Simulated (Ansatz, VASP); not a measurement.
**SrO: VASP beside Ansatz**

```
CELL_PARAMETERS angstrom
0.00000 2.56980 2.56980
2.56980 0.00000 2.56980
2.56980 2.56980 0.00000
ATOMIC_POSITIONS crystal
Sr 0.98784 0.98784 0.01216
O 0.50000 0.50000 0.50000
```

Change from the starting cell: all Sr atoms moved +0.062 Å, as atom 1 towards its neighbour atom 2 (O) at 2.570 Å.

Alike in both runs: task single point; functional r2SCAN; k mesh 8 × 8 × 8; occupations gaussian, width 0.05 eV; no spin polarisation.

|  | VASP | Ansatz |
| --- | --- | --- |
| version | VASP 6.6.1 | Ansatz 0.2.0 |
| potentials or method | VASP PAW PBE potentials, release 64 (Sr_sv, O), cutoff 520 eV | scalar-relativistic, plane waves, PAW |
| valence electrons in the cell | 16 | 16 |

```tsv
	VASP	Ansatz	Ansatz less VASP
gap on the k mesh at the Fermi level (eV)	3.75	3.80	+0.053
least direct gap on the mesh (eV)	3.83	3.87	+0.041
pressure (GPa)	1.8	1.2	-0.56
traceless stress, the component that is largest in VASP (GPa)	0.32	0.30	-0.019
rms of the force components (eV/Å)	0.096	0.090	-0.0056
```

VASP's potentials were made for PBE, not for r2SCAN. Atom by atom the forces differ by 0.006 eV/Å (rms over components).
